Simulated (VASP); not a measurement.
# Cd: electric field gradients with PBEsol

Crystal: Cd.

```
Cd
1.0
     2.97887    0.02979    0.02979
    -1.46364    2.56488    0.01090
     0.05618    0.05618    5.61765
Cd
2
Direct
  0.33333 0.66667 0.25000
  0.66667 0.33333 0.75000
```

This cell differs from its parent crystal: equal xy, yz and zx shear strains of +2 %.

- Program: VASP 6.6.1
- Task: electric field gradients
- Functional: PBEsol
- Potentials or basis: VASP PAW PBE potentials, release 64 (Cd)
- Cutoff: 520 eV
- k mesh: 16 × 16 × 7
- Occupations: fermi-dirac, width 0.05 eV
- Spin: no spin polarisation
- Dipole correction: no
- Further INCAR settings: ALGO = Normal; EDIFF = 1e-08; NBANDS = 19

```
Pressure                                : -1.1 GPa
Largest force                           : 0.012 eV/Å
Band gap on the k mesh                  : zero (bands 12 and 13 overlap by 4.08 eV)
Largest electric field gradient by atom : Cd +80.3 V/Å²
```

Forces on the atoms (eV/Å):
```
Cd   0.012  0.002  0.000
Cd  -0.012 -0.002  0.000
```

Stress tensor (GPa, compression positive):
```
-0.86 -0.57  0.00
-0.57 -1.00 -0.09
 0.00 -0.09 -1.42
```

Levels at points of the mesh, in eV from the Fermi level:
| k point | band 8 | band 9 | band 10 | band 11 | band 12 | band 13 | band 14 | band 15 | band 16 | band 17 |
| --- | --- | --- | --- | --- | --- | --- | --- | --- | --- | --- |
| (0.00, 0.00, 0.00) | -8.65 | -8.63 | -8.40 | -8.38 | -3.05 | -3.02 | 10.57 | 14.28 | 14.76 | 14.90 |
| (0.50, 0.00, 0.00) | -8.41 | -8.14 | -8.12 | -2.43 | -1.96 | 1.80 | 2.99 | 3.00 | 5.22 | 8.68 |
| (0.00, 0.50, 0.00) | -8.42 | -8.13 | -8.10 | -2.35 | -1.84 | 1.94 | 3.07 | 3.15 | 5.29 | 8.38 |
| (0.50, 0.50, 0.00) | -8.42 | -8.11 | -8.09 | -2.27 | -1.72 | 2.08 | 3.15 | 3.31 | 5.36 | 8.07 |

Electric field gradients, principal values (V/Å²):
```tsv
atom	least	middle	greatest (by size)
1 Cd	-32.982	-47.277	80.259
2 Cd	-32.982	-47.277	80.259
```

Run time: 4.8 min on 1 thread of Intel(R) Xeon(R) Platinum 8488C (Sapphire Rapids), with other jobs on the host, peak memory 0.65 GiB.

Caveat: the cell differs from its parent crystal (equal xy, yz and zx shear strains of +2 %); without QUAD_EFG the Cq values of the log hold for a quadrupole moment of 1 mb, not for the nuclei; the PAW data sets were made with another functional, which shifts forces and pressure a little.
